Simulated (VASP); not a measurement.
# Tl (Im-3m) in VASP: a series of runs

Runs on Tl. Level: LDA. Tasks: single point.

Program: VASP 6.6.1. These are calculated values, not measurements. Logs are shortened: lines on timing, memory, paths and dates and some standing lists are left out, and cuts for length are marked.

## (1) The cell of the first run

Symmetry: Im-3m, No. 229, cubic system. Conventional cell: a = 3.010 Å, b = 3.010 Å, c = 3.010 Å, α = 90.00°, β = 90.00°, γ = 90.00°. Within 3.4 Å of Tl (site symmetry m-3m) lie 14 Tl at 2.61 to 3.01 Å.

## (2) Single point, LDA (volume scaled by 0.5)

INCAR reads:

```
PREC     = Accurate       # precision mode
ENCUT    = 520            # plane-wave cutoff, eV
EDIFF    = 1E-7           # SCF threshold, eV
ISMEAR   = -1             # smearing method
SIGMA    = 0.1            # smearing width, eV
LREAL    = F              # projectors in reciprocal space
LASPH    = T              # aspherical terms in the spheres
NELM     = 60             # most SCF steps
ALGO     = Normal         # electronic algorithm
ISIF     = 2              # what is computed and relaxed
LWAVE    = F              # write WAVECAR
LCHARG   = F              # write CHGCAR
GGA      = CA             # functional
NBANDS   = 12             # bands
```

KPOINTS reads:

```
regular mesh
0
Gamma
  14 14 14
```

POSCAR reads:

```
Tl
1.0
   -1.5049466322      1.5049466322      1.5049466322
    1.5049466322     -1.5049466322      1.5049466322
    1.5049466322      1.5049466322     -1.5049466322
Tl
1
Direct
    0.0000000000      0.0000000000      0.0000000000
```

Potentials or basis: VASP PAW LDA potentials, release 64 (Tl_d).

Command:

```sh
cat potpaw_LDA.64/Tl_d/POTCAR > POTCAR
mpirun -np 1 vasp_std > vasp.out
```

OUTCAR:

```text
PREC = Accurate
   ENCUT = 520
   EDIFF = 1E-7
   ISMEAR = -1
   LREAL = F
   LASPH = T
   NELM = 60
   ISIF = 2
   GGA = CA

 ion  position               nearest neighbor table
   1  0.000  0.000  0.000-

  LATTYP: Found a body centered cubic cell.
 ALAT       =     3.0098932644

  Lattice vectors:

 A1 = (  -1.5049466322,   1.5049466322,   1.5049466322)
 A2 = (   1.5049466322,  -1.5049466322,   1.5049466322)
 A3 = (   1.5049466322,   1.5049466322,  -1.5049466322)

Analysis of symmetry for initial positions (statically):
=====================================================================
 Subroutine PRICEL returns:
 Original cell was already a primitive cell.

 Routine SETGRP: Setting up the symmetry group for a
 body centered cubic supercell.

 Subroutine GETGRP returns: Found 48 space group operations
 (whereof 48 operations were pure point group operations)
 out of a pool of 48 trial point group operations.

The static configuration has the point symmetry O_h .

Analysis of symmetry for dynamics (positions and initial velocities):
=====================================================================
 Subroutine PRICEL returns:
 Original cell was already a primitive cell.

 Routine SETGRP: Setting up the symmetry group for a
 body centered cubic supercell.

 Subroutine GETGRP returns: Found 48 space group operations
 (whereof 48 operations were pure point group operations)
 out of a pool of 48 trial point group operations.

The dynamic configuration has the point symmetry O_h .

 Subroutine INISYM returns: Found 48 space group operations
 (whereof 48 operations are pure point group operations),
 and found     1 'primitive' translations

----------------------------------------------------------------------------------------

                                     Primitive cell

  volume of cell :      13.6340

  direct lattice vectors                    reciprocal lattice vectors
    -1.504946632  1.504946632  1.504946632     0.000000000  0.332237695  0.332237695
     1.504946632 -1.504946632  1.504946632     0.332237695  0.000000000  0.332237695
     1.504946632  1.504946632 -1.504946632     0.332237695  0.332237695  0.000000000

  length of vectors
     2.606644030  2.606644030  2.606644030     0.469855054  0.469855054  0.469855054

  position of ions in fractional coordinates (direct lattice)
     0.000000000  0.000000000  0.000000000

  ion indices of the primitive-cell ions
   primitive index   ion index
                 1           1

----------------------------------------------------------------------------------------

 KPOINTS: regular mesh

Automatic generation of k-mesh.
 Grid dimensions read from file:
 generate k-points for:   14   14   14

 Generating k-lattice:

  Cartesian coordinates                     Fractional coordinates (reciprocal lattice)
     0.000000000  0.023731264  0.023731264     0.071428571  0.000000000  0.000000000
     0.023731264  0.000000000  0.023731264     0.000000000  0.071428571  0.000000000
     0.023731264  0.023731264  0.000000000     0.000000000  0.000000000  0.071428571

  Length of vectors
     0.033561075  0.033561075  0.033561075

  Shift w.r.t. Gamma in fractional coordinates (k-lattice)
     0.000000000  0.000000000  0.000000000

 Subroutine IBZKPT returns following result:
 ===========================================

 Found    104 irreducible k-points:

 Following reciprocal coordinates:
            Coordinates               Weight
  0.000000  0.000000  0.000000      1.000000
  0.071429  0.000000  0.000000     12.000000
  0.142857  0.000000  0.000000     12.000000
  0.214286  0.000000  0.000000     12.000000
  0.285714  0.000000  0.000000     12.000000
  0.357143  0.000000  0.000000     12.000000
[... 16 lines left out ...]
  0.285714  0.285714  0.000000     24.000000
  0.357143  0.285714  0.000000     24.000000
 [... further k-points ...]
   k-points           NKPTS =    104   k-points in BZ     NKDIM =    104   number of bands    NBANDS=     12
   number of dos      NEDOS =    301   number of ions     NIONS =      1
   total plane-waves  NPLWV =   8000
   dimension x,y,z NGX =    20 NGY =   20 NGZ =   20
   dimension x,y,z NGXF=    40 NGYF=   40 NGZF=   40
   ions per type =               1
   NGX,Y,Z   is equivalent  to a cutoff of  12.76, 12.76, 12.76 a.u.
   NGXF,Y,Z  is equivalent  to a cutoff of  25.51, 25.51, 25.51 a.u.
 SYSTEM =  unknown system
   PREC   = accura    normal or accurate (medium, high low for compatibility)
   ISTART =      0    job   : 0-new  1-cont  2-samecut
   ICHARG =      2    charge: 1-file 2-atom 10-const
   ISPIN  =      1    spin polarized calculation?
   LNONCOLLINEAR =      F non collinear calculations
   LSORBIT =      F    spin-orbit coupling
   LASPH  =      T    aspherical Exc in radial PAW
   ENCUT  =  520.0 eV  38.22 Ry    6.18 a.u.   4.85  4.85  4.85*2*pi/ulx,y,z
   NELM   =     60;   NELMIN=  2; NELMDL= -5     # of ELM steps
   EDIFF  = 0.1E-06   stopping-criterion for ELM
   LREAL  =      F    real-space projection
   EDIFFG = 0.1E-05   stopping-criterion for IOM
   NSW    =      0    number of steps for IOM
   IBRION =     -1    ionic relax: 0-MD 1-quasi-New 2-CG
   NFREE  =      0    steps in history (QN), initial steepest desc. (CG)
   ISIF   =      2    stress and relaxation
   ISYM   =      2    0-nonsym 1-usesym 2-fastsym
   POTIM  = 0.5000    time-step for ionic-motion
   TEBEG  =    0.0;   TEEND  =   0.0 temperature during run
   PSTRESS=    0.0 pullay stress
   NELECT =      13.0000    total number of electrons
   NUPDOWN=      -1.0000    fix difference up-down
   EMIN   =  10.00;   EMAX   =-10.00  energy-range for DOS
   EFERMI =   0.00;   METHOD = LEGACY
   ISMEAR =    -1;   SIGMA  =   0.10  broadening in eV -4-tet -1-fermi 0-gaus
   EFERMI_NEDOS =   21; number of points for ismear=-14 and -15
   IALGO  =     38    algorithm
   IMIX   =      4    mixing-type and parameters
     AMIX     =   0.40;   BMIX     =  1.00
     AMIX_MAG =   1.60;   BMIX_MAG =  1.00
  volume/ion in A,a.u.               =      13.63        92.01
  Fermi-wavevector in a.u.,A,eV,Ry     =   1.611319  3.044951 35.325470  2.596349
  Thomas-Fermi vector in A             =   2.706728
   LORBIT       =      0    0 simple, 1 ext, 2 COOP (PROOUT), +10 PAW based schemes
   GGA     = CA    functional components
   LHFCALC =     F    Hartree Fock is set to
   AEXX    =    0.0000 exact exchange contribution
   IVDW    =     0    specifies the selected vdW correction
   LEPSILON=     F    determine dielectric tensor
   LRPA    =     F    only Hartree local field effects (RPA)
 non-spin polarized calculation
  energy-cutoff  :      520.00
  volume of cell :       13.63
 maximum number of plane-waves:       378
   NGX =  9   NGY =  9   NGZ =  9

 number of electron      12.9999998 magnetization

 Free energy of the ion-electron system (eV)
  ---------------------------------------------------
  ext. energy  EPLUGINS =         0.00000000
  ---------------------------------------------------
  free energy    TOTEN  =         1.19895154 eV

  energy without entropy =        1.21252800  energy(sigma->0) =        1.20573977

 E-fermi :  19.0688     XC(G=0): -14.6748

 val. band max:       19.0638340654   @ k =  -0.3571   0.5000   0.2143
 cond. band min:      19.0775266420   @ k =   0.2857   0.2857   0.0714
 fundamental gap:      0.0136925766
 Fermi energy:        19.0687544954

 k-point     1 :       0.0000    0.0000    0.0000
  band No.  band energies     occupation
      1       0.5173      2.00000
      2       3.6959      2.00000
      3       3.6959      2.00000
      4       3.6959      2.00000
      5       5.7613      2.00000
      6       5.7613      2.00000
      7      30.6260      0.00000
      8      30.6260      0.00000
      9      30.6260      0.00000
     10      40.1024      0.00000
     11      40.1024      0.00000
     12      40.1024      0.00000

 k-point     2 :       0.0714    0.0000    0.0000
  band No.  band energies     occupation
      1       0.7357      2.00000
      2       3.6375      2.00000
      3       3.7124      2.00000
      4       3.8410      2.00000
      5       5.6929      2.00000
      6       5.7648      2.00000
      7      30.5801      0.00000
      8      30.6751      0.00000
      9      30.8948      0.00000
     10      37.8100      0.00000
     11      37.9479      0.00000
     12      39.3083      0.00000

 k-point     3 :       0.1429    0.0000    0.0000
  band No.  band energies     occupation
      1       1.3299      2.00000
      2       3.4770      2.00000
      3       3.7929      2.00000
      4       4.2618      2.00000
      5       5.5454      2.00000
      6       5.7771      2.00000
      7      29.8542      0.00000
      8      30.5272      0.00000
      9      31.6683      0.00000
     10      35.5882      0.00000
     11      36.2181      0.00000
     12      37.2678      0.00000

 k-point     4 :       0.2143    0.0000    0.0000
  band No.  band energies     occupation
      1       1.9889      2.00000
      2       3.2528      2.00000
      3       4.1855      2.00000
      4       4.9121      2.00000
      5       5.4407      2.00000
      6       5.8011      2.00000
      7      27.3714      0.00000
      8      29.6386      0.00000
      9      32.8477      0.00000
     10      34.6750      0.00000
     11      34.9464      0.00000
     12      36.2809      0.00000

 k-point     5 :       0.2857    0.0000    0.0000
  band No.  band energies     occupation
      1       2.1799      2.00000
      2       3.0136      2.00000
      3       5.3668      2.00000
      4       5.4848      2.00000
      5       5.7053      2.00000
      6       5.8367      2.00000
      7      23.8992      0.00000
      8      28.3252      0.00000
      9      32.0957      0.00000
     10      34.2634      0.00000
     11      35.3748      0.00000
     12      37.7261      0.00000
[... 228 lines left out ...]
      1       2.4855      2.00000
      2       3.2542      2.00000
      3       4.6777      2.00000
      4       5.5252      2.00000
      5       6.1616      2.00000
      6      11.1422      2.00000
      7      19.0203      1.23763
      8      22.6752      0.00000
      9      28.3126      0.00000
     10      34.5381      0.00000
     11      37.7655      0.00000
     12      41.7541      0.00000

 k-point    22 :       0.3571    0.2143    0.0000
  band No.  band energies     occupation
      1       2.4199      2.00000
      2       3.1887      2.00000
      3       4.8547      2.00000
      4       5.6395      2.00000
      5       6.3189      2.00000
      6      13.5312      2.00000
      7      16.2298      2.00000
      8      21.8651      0.00000
      9      27.9689      0.00000
     10      35.3403      0.00000
     11      36.9419      0.00000
     12      41.6373      0.00000

 k-point    23 :       0.2857    0.2857    0.0000
  band No.  band energies     occupation
      1       2.5107      2.00000
      2       3.5252      2.00000
      3       4.4313      2.00000
      4       5.6898      2.00000
      5       6.1543      2.00000
      6      13.4542      2.00000
      7      17.6944      2.00000
      8      20.2172      0.00002
      9      28.3034      0.00000
     10      34.8703      0.00000
     11      36.8329      0.00000
     12      43.2073      0.00000

 k-point    24 :       0.3571    0.2857    0.0000
  band No.  band energies     occupation
      1       2.5134      2.00000
      2       3.6640      2.00000
      3       4.3026      2.00000
      4       5.8170      2.00000
      5       6.1082      2.00000
      6      15.3427      2.00000
      7      16.3469      2.00000
      8      19.1470      0.62740
      9      28.3212      0.00000
     10      35.3660      0.00000
     11      36.0681      0.00000
     12      43.2983      0.00000

 [... further k-points ...]
[... 5 lines left out ...]
  --------------------------------------------------------------------------------------
  -------------------------------------------------------------------------------------
  Total       17.0550499     17.0550499     17.0550499      0.0000000     -0.0000000      0.0000000
  in kB     2004.1964472   2004.1964472   2004.1964472      0.0000000     -0.0000000      0.0000000
  external PRESSURE =    2004.1964472 kB  Pullay stress =       0.0000000 kB

 VOLUME and BASIS-vectors are now :
 -----------------------------------------------------------------------------
  energy-cutoff  :      520.00
  volume of cell :       13.63
      direct lattice vectors                 reciprocal lattice vectors
    -1.504946632  1.504946632  1.504946632     0.000000000  0.332237695  0.332237695
     1.504946632 -1.504946632  1.504946632     0.332237695  0.000000000  0.332237695
     1.504946632  1.504946632 -1.504946632     0.332237695  0.332237695  0.000000000

 POSITION                                       TOTAL-FORCE (eV/Angst)
 -----------------------------------------------------------------------------------
      0.00000      0.00000      0.00000        -0.000000      0.000000      0.000000
 -----------------------------------------------------------------------------------
    total drift:                                0.000000     -0.000000      0.000000

  FREE ENERGIE OF THE ION-ELECTRON SYSTEM (eV)
  ---------------------------------------------------
  free  energy   TOTEN  =         1.1989515374 eV

  energy  without entropy=        1.2125280011  energy(sigma->0) =        1.20573977
```

Run time: 10 s. Hardware: 1 thread of Intel Xeon Platinum 8488C (Sapphire Rapids), shared host; peak memory 0.12 GiB.

What came out:

* Free energy: 1.1990 eV
* Pressure: 200.4 GPa

Levels at points of the mesh, in eV from the Fermi level:
```tsv
k point	band 3	band 4	band 5	band 6	band 7	band 8	band 9	band 10
(0.00, 0.00, 0.00)	-15.37	-15.37	-13.31	-13.31	11.56	11.56	11.56	21.03
(0.50, 0.00, 0.00)	-13.44	-13.15	-11.72	-7.76	-4.01	7.06	8.84	17.94
(0.50, 0.50, 0.50)	-12.11	-12.11	-12.11	0.16	0.16	0.16	4.32	10.51
```

Caveat: spin-orbit coupling is left out, which moves the levels of the heavy elements.

## (3) Single point, LDA (volume scaled by 0.5)

INCAR reads:

```
SYSTEM = Tl
ALGO = Normal
EDIFF = 1E-7
ENCUT = 520
ISIF = 2
ISMEAR = -1
LASPH = .True.
LCHARG = .True.
LELF = .True.
LREAL = .False.
LVHAR = .True.
LWAVE = .False.
NBANDS = 12
NELM = 80
PREC = Accurate
SIGMA = 0.1
```

KPOINTS reads:

```
k-points
0
Gamma
  14 14 14
  0 0 0
```

POSCAR is that of step 2.

Potentials or basis: VASP PAW LDA potentials, release 64 (Tl_d).

Command:

```sh
cat potpaw_LDA.64/Tl_d/POTCAR > POTCAR
mpirun -np 1 vasp_std > vasp.out
```

Wall time 11 s (1 thread of Intel Xeon Platinum 8488C (Sapphire Rapids), shared host); peak memory 0.13 GiB.

Results (log left out):

```
Free energy : 1.1990 eV
Pressure    : 200.4 GPa
```

Levels at points of the mesh, in eV from the Fermi level:
```tsv
k point	band 3	band 4	band 5	band 6	band 7	band 8	band 9	band 10
(0.00, 0.00, 0.00)	-15.37	-15.37	-13.31	-13.31	11.56	11.56	11.56	21.03
(0.50, 0.00, 0.00)	-13.44	-13.15	-11.72	-7.76	-4.01	7.06	8.84	17.94
(0.50, 0.50, 0.50)	-12.11	-12.11	-12.11	0.16	0.16	0.16	4.32	10.51
```

Caveat: spin-orbit coupling is left out, which moves the levels of the heavy elements.

## (4) Single point, LDA (volume scaled by 0.6)

INCAR reads:

```
SYSTEM = Tl
  PREC = Accurate
  ENCUT = 520
  EDIFF = 1E-6
  ISMEAR = -1
  SIGMA = 0.1
  LREAL = .False.
  LASPH = .True.
  NELM = 100
  ALGO = Normal
  ISIF = 2
  LWAVE = .False.
  LCHARG = .False.
  GGA = CA
  NBANDS = 12
```

KPOINTS reads:

```
regular mesh
0
Gamma
  14 14 14
  0 0 0
```

POSCAR reads:

```
Tl
1.0
   -1.5992444349      1.5992444349      1.5992444349
    1.5992444349     -1.5992444349      1.5992444349
    1.5992444349      1.5992444349     -1.5992444349
Tl
1
Direct
    0.0000000000      0.0000000000      0.0000000000
```

Command:

```sh
cat potpaw_LDA.64/Tl_d/POTCAR > POTCAR
mpirun -np 1 vasp_std > vasp.out
```

It took 11 s on 1 thread of Intel Xeon Platinum 8488C (Sapphire Rapids), shared host; peak memory 0.14 GiB.

The run converged. Its results:

```
Free energy : -1.1443 eV
Pressure    : 90.1 GPa
```

Levels at points of the mesh, in eV from the Fermi level:
```csv
k point,band 2,band 3,band 4,band 5,band 6,band 7,band 8,band 9,band 10,band 11
"(0.00, 0.00, 0.00)",-13.80,-13.80,-13.80,-12.34,-12.34,12.41,12.41,12.41,18.14,18.14
"(0.50, 0.00, 0.00)",-14.54,-12.44,-12.25,-11.27,-6.06,-4.37,7.76,8.21,15.73,16.12
"(0.50, 0.50, 0.50)",-14.94,-11.54,-11.54,-11.54,0.76,0.76,0.76,2.56,9.25,9.25
```

Caveat: spin-orbit coupling is left out, which moves the levels of the heavy elements.

## (5) Single point, LDA (volume scaled by 0.7)

INCAR reads:

```
SYSTEM = Tl
  ALGO = Normal
  EDIFF = 1E-6
  ENCUT = 520
  GGA = CA
  ISIF = 2
  ISMEAR = -1
  LASPH = .TRUE.
  LCHARG = .TRUE.
  LELF = .TRUE.
  LREAL = .FALSE.
  LVHAR = .TRUE.
  LWAVE = .FALSE.
  NBANDS = 12
  NELM = 80
  PREC = Accurate
  SIGMA = 0.1
```

KPOINTS reads:

```
k-points
0
G
  14 14 14
  0 0 0
```

POSCAR reads:

```
Tl
1.0
   -1.6835671559      1.6835671559      1.6835671559
    1.6835671559     -1.6835671559      1.6835671559
    1.6835671559      1.6835671559     -1.6835671559
Tl
1
Direct
    0.0000000000      0.0000000000      0.0000000000
```

Command:

```sh
cat potpaw_LDA.64/Tl_d/POTCAR > POTCAR
mpirun -np 1 vasp_std > vasp.out
```

Wall time 11 s (1 thread of Intel Xeon Platinum 8488C (Sapphire Rapids), shared host); peak memory 0.14 GiB.

The run converged. Its results:

- Free energy: -2.2120 eV
- Pressure: 41.2 GPa

Levels at points of the mesh, in eV from the Fermi level:
```tsv
k point	band 4	band 5	band 6	band 7	band 8	band 9
(0.00, 0.00, 0.00)	-12.86	-11.79	-11.79	12.73	12.73	12.73
(0.50, 0.00, 0.00)	-11.74	-11.03	-4.89	-4.61	7.59	7.93
(0.50, 0.50, 0.50)	-11.22	-11.22	1.10	1.10	1.10	1.24
```

Caveat: spin-orbit coupling is left out, which moves the levels of the heavy elements.

## (6) Single point, LDA (volume scaled by 0.7)

INCAR reads:

```
PREC = Accurate
ENCUT = 520
EDIFF = 1E-6
ISMEAR = -1
SIGMA = 0.1
LREAL = False
LASPH = True
NELM = 80
ALGO = Normal
ISIF = 2
LWAVE = False
LCHARG = True
LELF = True
LVHAR = True
NBANDS = 12
```

KPOINTS reads:

```
Automatic mesh
0
Gamma
  14 14 14
```

POSCAR is that of step 5.

Potentials or basis: VASP PAW LDA potentials, release 64 (Tl_d).

Command:

```sh
cat potpaw_LDA.64/Tl_d/POTCAR > POTCAR
mpirun -np 1 vasp_std > vasp.out
```

Run time: 10 s. Hardware: 1 thread of Intel Xeon Platinum 8488C (Sapphire Rapids), shared host; peak memory 0.14 GiB.

It converged, with:

- Free energy: -2.2120 eV
- Pressure: 41.2 GPa

Levels at points of the mesh, in eV from the Fermi level:
```
           k point  band 3  band 4  band 5  band 6  band 7  band 8  band 9  band 10
(0.00, 0.00, 0.00)  -12.86  -12.86  -11.79  -11.79   12.73   12.73   12.73    15.86
(0.50, 0.00, 0.00)  -11.86  -11.74  -11.03   -4.89   -4.61    7.59    7.93    14.01
(0.50, 0.50, 0.50)  -11.22  -11.22  -11.22    1.10    1.10    1.10    1.24     8.36
```

Caveat: spin-orbit coupling is left out, which moves the levels of the heavy elements.

## (7) Overview

| cell | gap on the mesh (eV) | pressure (GPa) |
| --- | --- | --- |
| a = 2.607 Å, angles 109.5°, 1 atom | none | 200.4 |
| a = 2.770 Å, angles 109.5°, 1 atom | none | 90.1 |
| a = 2.916 Å, angles 109.5°, 1 atom | none | 41.2 |

Alike in all rows: task single point; level LDA; potentials or basis VASP PAW LDA potentials, release 64 (Tl_d); no spin polarisation; k mesh 14 × 14 × 14; cutoff (eV) 520; smearing fermi-dirac 0.1 eV.

Caveats: spin-orbit coupling is left out, which moves the levels of the heavy elements.

Absolute energies hang on the potentials; compare differences alone.
